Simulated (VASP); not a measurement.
Input of a VASP 6.6.1 run:

Contents of INCAR:

```
PREC = Accurate
ENCUT = 520
EDIFF = 1E-6
ISMEAR = -1
SIGMA = 0.02
LREAL = F
LASPH = T
NELM = 60
ALGO = Normal
ISIF = 2
LWAVE = F
LCHARG = T
GGA = CA
LELF = T
LVHAR = T
NBANDS = 17
```

The input KPOINTS:

```
regular mesh
0
Gamma
  9 9 9
```

Contents of POSCAR:

```
SnSe
1.0
    0.0000000000      2.9498000000      3.0100000000
    2.9498000000      0.0000000000      3.0100000000
    2.9498000000      2.9498000000      0.0000000000
Sn Se
1 1
Direct
    0.0000000000      0.0000000000      0.0000000000
    0.5000000000      0.5000000000      0.5000000000
```

Potentials or basis: VASP PAW LDA potentials, release 64 (Sn_d, Se).

The run is started by

```console
$ cat potpaw_LDA.64/Sn_d/POTCAR potpaw_LDA.64/Se/POTCAR > POTCAR
$ mpirun -np 1 vasp_std > vasp.out
```

Task: What does it give for the pressure?

Result: -1.1 GPa.

Task: What does it give for the band gap on the k mesh?

Result: 0.38 eV, indirect (least direct gap 0.43 eV).

Stress tensor (GPa, compression positive):
```
-0.19  0.00  0.00
 0.00 -0.19  0.00
 0.00  0.00 -2.79
```

Caveat: the cell differs from its parent crystal (equal xx and yy strain of -2 %); spin-orbit coupling is left out, which moves the levels of the heavy elements. A k mesh can miss the band edges.
